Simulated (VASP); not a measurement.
# Bi2Se3 in VASP: settings compared, part 2 of 2

VASP 6.6.1. The steps go on from the part before.

**3. Relaxation of the atoms, PBEsol (atoms moved at random)**

Contents of INCAR:

```
SYSTEM = Bi2Se3
GGA = PS
ISMEAR = 0
SIGMA = 0.03
LWAVE = .False.
LCHARG = .False.
ISIF = 2
NSW = 120
PREC = Accurate
LASPH = .True.
LREAL = .False.
ALGO = Normal
EDIFF = 1E-7
NELM = 120
GGA_COMPAT = .False.
IBRION = 2
EDIFFG = -0.002
NELMIN = 4
ENCUT = 490
EFERMI = MIDGAP
KPAR = 8
```

Contents of KPOINTS:

```
Automatic mesh
0
Gamma
  6 6 6
  0 0 0
```

Contents of POSCAR:

```
Bi2Se3
1.0
    2.0715000000      1.1959810826      9.5453333333
   -2.0715000000      1.1959810826      9.5453333333
    0.0000000000     -2.3919621653      9.5453333333
Bi Se
2 3
Direct
    0.6009330000      0.6038640000      0.5922150000
    0.4014530000      0.3966910000      0.4011140000
    0.7999940000      0.7929250000      0.7738450000
    0.2216150000      0.2096960000      0.2024860000
    0.0037010000      0.0033550000     -0.0076620000
```

Potentials or basis: VASP PAW PBE potentials, release 64 (Bi_d, Se).

Run with:

```bash
> cat potpaw_PBE.64/Bi_d/POTCAR potpaw_PBE.64/Se/POTCAR > POTCAR
> mpirun -np 8 vasp_std > vasp.out
```

OUTCAR:

```text
SYSTEM = Bi2Se3
   GGA = PS
   ISMEAR = 0
   ISIF = 2
   NSW = 120
   PREC = Accurate
   LASPH = .True.
   LREAL = .False.
   EDIFF = 1E-7
   NELM = 120
   IBRION = 2
   EDIFFG = -0.002
   NELMIN = 4
   ENCUT = 490
   EFERMI = MIDGAP

 ion  position               nearest neighbor table
   1  0.601  0.604  0.592-   4 2.84   4 2.85   4 2.88   5 3.07   5 3.08   5 3.08
   2  0.401  0.397  0.401-   3 2.85   3 2.86   3 2.93   5 3.03   5 3.07   5 3.08
   3  0.800  0.793  0.774-   2 2.85   2 2.86   2 2.93
   4  0.222  0.210  0.202-   1 2.84   1 2.85   1 2.88
   5  0.004  0.003  0.992-   2 3.03   2 3.07   1 3.07   1 3.08   2 3.08   1 3.08

  LATTYP: Found a trigonal (rhomboedric) cell.
 ALAT       =     9.8404710987
 COS(alpha) =     0.9113725833

  Lattice vectors:

 A1 = (   2.0715000000,   1.1959810826,   9.5453333333)
 A2 = (  -2.0715000000,   1.1959810826,   9.5453333333)
 A3 = (   0.0000000000,  -2.3919621653,   9.5453333333)

Analysis of symmetry for initial positions (statically):
=====================================================================
 Subroutine PRICEL returns:
[... 192 lines left out ...]
  Total       -0.4170611     -0.6137734     -0.5613152     -0.0616442     -0.2324285      0.1288956
  in kB       -4.7093251     -6.9305391     -6.3381973     -0.6960677     -2.6245109      1.4554495
  external PRESSURE =      -5.9926872 kB  Pullay stress =       0.0000000 kB
[... 98 lines left out ...]
  FREE ENERGIE OF THE ION-ELECTRON SYSTEM (eV)
  ---------------------------------------------------
  free  energy   TOTEN  =       -22.0513484491 eV

  energy  without entropy=      -22.0513472110  energy(sigma->0) =      -22.05134783

[... ionic steps 4 to 14 ...]

--------------------------------------- Ionic step       15  -------------------------------------------

 number of electron      48.0000004 magnetization

------------------------ aborting loop because EDIFF is reached ----------------------------------------
[... 73 lines left out ...]
--------------------------------------- Ionic step       17  -------------------------------------------

 number of electron      48.0000004 magnetization

 Free energy of the ion-electron system (eV)
  ---------------------------------------------------
  ext. energy  EPLUGINS =         0.00000000
  ---------------------------------------------------
  free energy    TOTEN  =       -22.05299039 eV

  energy without entropy =      -22.05298868  energy(sigma->0) =      -22.05298953

 E-fermi :   4.8850     XC(G=0):  -9.6810

 val. band max:        4.8212563307   @ k =   0.0000   0.0000   0.0000
 cond. band min:       4.9487615355   @ k =   0.0000   0.0000   0.0000
 fundamental gap:      0.1275052048
 Fermi energy:         4.8850089331

 k-point     1 :       0.0000    0.0000    0.0000
  band No.  band energies     occupation
      1     -18.2053      2.00000
      2     -18.2053      2.00000
      3     -18.2032      2.00000
      4     -18.2032      2.00000
      5     -18.1951      2.00000
      6     -18.1925      2.00000
[... 733 lines left out ...]
     27       7.4663      0.00000
     28       8.0132      0.00000

 [... further k-points ...]
[... 5 lines left out ...]
  --------------------------------------------------------------------------------------
  -------------------------------------------------------------------------------------
  Total       -0.3639928     -0.3558289     -0.2445828      0.0030254      0.0083496     -0.0060938
  in kB       -4.1100946     -4.0179100     -2.7617536      0.0341620      0.0942808     -0.0688097
  external PRESSURE =      -3.6299194 kB  Pullay stress =       0.0000000 kB
[... 20 lines left out ...]
  FREE ENERGIE OF THE ION-ELECTRON SYSTEM (eV)
  ---------------------------------------------------
  free  energy   TOTEN  =       -22.0529903907 eV

  energy  without entropy=      -22.0529886774  energy(sigma->0) =      -22.05298953

 reached required accuracy - stopping structural energy minimisation
```

Run time: 27 min. Hardware: 8 MPI ranks of Intel Xeon Platinum 8488C (Sapphire Rapids), shared host; peak memory 1 GiB.

What came out:

```yaml
Free_energy: -22.0530 eV
Energy_gained_by_relaxing: 1.9 meV/atom
Ionic_steps: 17
Pressure_after_relaxing: -0.4 GPa
Band_gap_on_the_k_mesh: 0.13 eV
```

Step by step:
| step | energy change (eV) | largest force (eV/Å) | pressure (GPa) |
| --- | --- | --- | --- |
| 1 | 0.0000 | 0.2309 | -0.60 |
| 2 | -0.0048 | 0.1531 | -0.55 |
| 3 | -0.0078 | 0.1093 | -0.47 |
| 4 | -0.0087 | 0.0578 | -0.47 |
| 5 | -0.0091 | 0.0394 | -0.47 |
| 6 | -0.0093 | 0.0180 | -0.43 |
| 7 | -0.0093 | 0.0296 | -0.39 |
| 8 | -0.0094 | 0.0113 | -0.39 |
| 9 | -0.0094 | 0.0071 | -0.38 |
| 10 | -0.0094 | 0.0078 | -0.38 |
| 11 | -0.0094 | 0.0037 | -0.37 |
| 12 | -0.0094 | 0.0042 | -0.37 |
| 13 | -0.0094 | 0.0065 | -0.36 |
| 14 | -0.0094 | 0.0053 | -0.36 |
| 15 | -0.0094 | 0.0055 | -0.36 |
| 16 | -0.0094 | 0.0056 | -0.36 |
| 17 | -0.0094 | 0.0020 | -0.36 |

Final structure:
```cif
data_structure
_symmetry_space_group_name_H-M 'P 1'
_symmetry_Int_Tables_number 1
_cell_length_a 9.8405
_cell_length_b 9.8405
_cell_length_c 9.8405
_cell_angle_alpha 24.304
_cell_angle_beta 24.304
_cell_angle_gamma 24.304
_cell_volume 141.89
loop_
_atom_site_label
_atom_site_type_symbol
_atom_site_fract_x
_atom_site_fract_y
_atom_site_fract_z
_atom_site_occupancy
Bi1 Bi 0.60544 0.60149 0.59203 1
Bi2 Bi 0.40569 0.40117 0.39266 1
Se1 Se 0.79377 0.78922 0.78081 1
Se2 Se 0.21734 0.21338 0.20397 1
Se3 Se 0.00545 0.00127 0.99252 1
```

Levels at points of the mesh, in eV from the valence-band top:
```tsv
k point	band 22	band 23	band 24	band 25	band 26	band 27
(0.00, 0.00, 0.00)	-1.21	-1.21	0.00	0.13	1.34	1.34
(0.50, 0.00, 0.00)	-2.17	-1.23	-0.56	0.78	1.86	2.95
(0.00, 0.50, 0.00)	-2.18	-1.23	-0.56	0.78	1.86	2.95
(0.00, 0.00, 0.50)	-2.17	-1.23	-0.56	0.78	1.86	2.95
(0.50, 0.50, 0.00)	-1.90	-1.66	-1.00	1.29	1.91	2.53
(0.50, 0.00, 0.50)	-1.90	-1.66	-1.00	1.29	1.91	2.53
(0.00, 0.50, 0.50)	-1.90	-1.66	-1.00	1.29	1.91	2.53
(0.50, 0.50, 0.50)	-1.40	-1.40	-0.51	0.61	1.65	1.65
```

Caveat: the cell differs from its parent crystal (atoms moved at random); the PAW data sets were made with another functional, which shifts forces and pressure a little; spin-orbit coupling is left out, which moves the levels of the heavy elements. A k mesh can miss the band edges.

**4. Single point, PBE exchange alone**

This run uses another cell than the first one, of 28.95 Å³/atom.

Contents of INCAR:

```
SYSTEM = Bi2Se3
  AGGAC = 0.0
  ALDAC = 0.0
  ALGO = Normal
  EDIFF = 1E-6
  ENCUT = 520
  GGA = PE
  ISIF = 2
  ISMEAR = -1
  LASPH = .TRUE.
  LCHARG = .FALSE.
  LREAL = .FALSE.
  LWAVE = .FALSE.
  NBANDS = 32
  NELM = 100
  PREC = Accurate
  SIGMA = 0.05
```

Contents of KPOINTS:

```
k-points
0
G
  8 8 8
  0 0 0
```

Contents of POSCAR:

```
Bi2Se3
1.0
    2.0852189429      1.2039017179      9.6085493036
   -2.0852189429      1.2039017179      9.6085493036
    0.0000000000     -2.4078034360      9.6085493036
Bi Se
2 3
Direct
    0.5992000000      0.5992000000      0.5992000000
    0.4008000000      0.4008000000      0.4008000000
    0.7883000000      0.7883000000      0.7883000000
    0.2117000000      0.2117000000      0.2117000000
    0.0000000000      0.0000000000      0.0000000000
```

Run with:

```bash
> cat potpaw_PBE.64/Bi_d/POTCAR potpaw_PBE.64/Se/POTCAR > POTCAR
> mpirun -np 1 vasp_std > vasp.out
```

Wall time 18 min (1 thread of AMD EPYC 9R45 (Zen 5), shared host); peak memory 1 GiB.

The run converged. Its results:

* Free energy: -14.0919 eV
* Pressure: 10.4 GPa
* Largest force: 0.484 eV/Å
* Band gap on the k mesh: 0.30 eV

Forces in eV/Å, atoms in the order of the input:
```
Bi   0.000  0.000  0.142
Bi   0.000  0.000 -0.142
Se   0.000  0.000  0.484
Se   0.000  0.000 -0.484
Se   0.000  0.000  0.000
```

Stress tensor (GPa, compression positive):
```
10.49  0.00  0.00
 0.00 10.49  0.00
 0.00  0.00 10.16
```

Levels at points of the mesh, in eV from the valence-band top:
| k point | band 22 | band 23 | band 24 | band 25 | band 26 | band 27 |
| --- | --- | --- | --- | --- | --- | --- |
| (0.00, 0.00, 0.00) | -1.16 | -1.16 | 0.00 | 0.30 | 1.38 | 1.38 |
| (0.50, 0.00, 0.00) | -2.05 | -1.19 | -0.53 | 0.90 | 1.91 | 3.01 |
| (0.50, 0.50, 0.00) | -1.80 | -1.57 | -0.97 | 1.41 | 1.98 | 2.54 |
| (0.50, 0.50, 0.50) | -1.33 | -1.33 | -0.42 | 0.69 | 1.68 | 1.68 |

Caveat: the cell stands under pressure; spin-orbit coupling is left out, which moves the levels of the heavy elements. A k mesh can miss the band edges.

**5. Single point, LDA**

This run uses another cell than the first one, of 29.51 Å³/atom.

Contents of INCAR:

```
PREC = Accurate ; ENCUT = 520
EDIFF = 1E-7 ; ISMEAR = -1
SIGMA = 0.05 ; LREAL = F
LASPH = T ; NELM = 100
ALGO = Normal ; ISIF = 2
LWAVE = F ; LCHARG = F
NBANDS = 32
```

Contents of KPOINTS:

```
Automatic mesh
0
Gamma
  8 8 8
```

Edit POSCAR of step 4 so:

```diff
@@ -2,5 +2,5 @@
 1.0
-    2.0852189429      1.2039017179      9.6085493036
-   -2.0852189429      1.2039017179      9.6085493036
-    0.0000000000     -2.4078034360      9.6085493036
+    2.0987597050      1.2117194806      9.6709442292
+   -2.0987597050      1.2117194806      9.6709442292
+    0.0000000000     -2.4234389614      9.6709442292
 Bi Se
```

Potentials or basis: VASP PAW LDA potentials, release 64 (Bi_d, Se).

Run with:

```bash
> cat potpaw_LDA.64/Bi_d/POTCAR potpaw_LDA.64/Se/POTCAR > POTCAR
> mpirun -np 1 vasp_std > vasp.out
```

Wall time 18 min (1 thread of AMD EPYC 9R45 (Zen 5), shared host); peak memory 0.77 GiB.

The run converged. Its results:

| Item | Value |
| --- | --- |
| Free energy | -23.3002 eV |
| Pressure | -3.8 GPa |
| Largest force | 0.264 eV/Å |
| Band gap on the k mesh | 0.12 eV |

Forces in eV/Å, atoms in the order of the input:
```
Bi   0.000  0.000  0.023
Bi   0.000  0.000 -0.023
Se   0.000  0.000 -0.264
Se   0.000  0.000  0.264
Se   0.000  0.000  0.000
```

Levels at points of the mesh, in eV from the valence-band top:
```tsv
k point	band 22	band 23	band 24	band 25	band 26	band 27
(0.00, 0.00, 0.00)	-1.08	-1.08	0.00	0.12	1.36	1.36
(0.50, 0.00, 0.00)	-2.01	-1.10	-0.52	0.77	1.87	2.88
(0.50, 0.50, 0.00)	-1.77	-1.49	-0.94	1.29	1.90	2.50
(0.50, 0.50, 0.50)	-1.24	-1.24	-0.47	0.59	1.65	1.65
```

Caveat: the cell stands under tension; spin-orbit coupling is left out, which moves the levels of the heavy elements. A k mesh can miss the band edges.

**6. Summary**

```tsv
task	level	potentials or basis	cell	k mesh	cutoff (eV)	smearing	dipole correction	tolerance level	purpose	gap on the mesh (eV)	pressure (GPa)	largest force (eV/Å)
single point	PBE+D3(BJ)	VASP PAW PBE potentials, release 64 (Bi_d, Se)	a = 9.840 Å, angles 24.3°, 5 atoms, atomic positions A	8 × 8 × 8	520	fermi-dirac 0.05 eV	no	-	-	0.21	0.2	0.18
relaxation of the atoms	PBEsol	VASP PAW PBE potentials, release 64 (Bi_d, Se)	atoms relaxed from a = 9.840 Å, angles 24.3°, 5 atoms, atomic positions B	6 × 6 × 6	490	gaussian 0.03 eV	-	tight	geometry	0.13	-0.4	-
single point	PBE exchange alone	VASP PAW PBE potentials, release 64 (Bi_d, Se)	a = 9.906 Å, angles 24.3°, 5 atoms, atomic positions A	8 × 8 × 8	520	fermi-dirac 0.05 eV	no	-	-	0.30	10.4	0.48
single point	LDA	VASP PAW LDA potentials, release 64 (Bi_d, Se)	a = 9.970 Å, angles 24.3°, 5 atoms, atomic positions A	8 × 8 × 8	520	fermi-dirac 0.05 eV	no	-	-	0.12	-3.8	0.26
```

Alike in all rows: no spin polarisation.

Caveats: spin-orbit coupling is left out, which moves the levels of the heavy elements; the PAW data sets were made with another functional, which shifts forces and pressure a little (at least some runs); the cell stands under pressure (at least some runs); the cell stands under tension (at least some runs).

Absolute energies hang on the potentials; compare differences alone.
